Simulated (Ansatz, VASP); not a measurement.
In in VASP and in Ansatz

```
In
1.0
    -1.63155    1.63155    2.48217
     1.63155   -1.63155    2.48217
     1.63155    1.63155   -2.48217
In
1
Direct
  0.00000 0.00000 0.00000
```

Change from the starting cell: volume scaled by 1.01, PAW files.

Alike in both runs: task electric field gradients; functional LDA; k mesh 14 × 14 × 14; occupations fermi-dirac, width 0.05 eV; no spin polarisation.

|  | VASP | Ansatz |
| --- | --- | --- |
| version | VASP 6.6.1 | Ansatz 0.2.0 |
| potentials or method | VASP PAW LDA potentials, release 64 (In_d) | PAW with Ansatz's default frozen-core files, scalar-relativistic |
| plane-wave cutoff (eV) | 520 | 420 |
| valence electrons in the cell | 13 | 13 |

```csv
,VASP,Ansatz,Ansatz less VASP
pressure (GPa),-3.0,-3.0,+0.01
"traceless stress, the component that is largest in VASP (GPa)",0.27,0.27,-0.006
size of Vzz on the site where it differs most (V/Å²),21.6,21.5,-0.09
```

LDA's correlation is that of Perdew and Zunger in VASP and of Perdew and Wang (1992) in Ansatz.
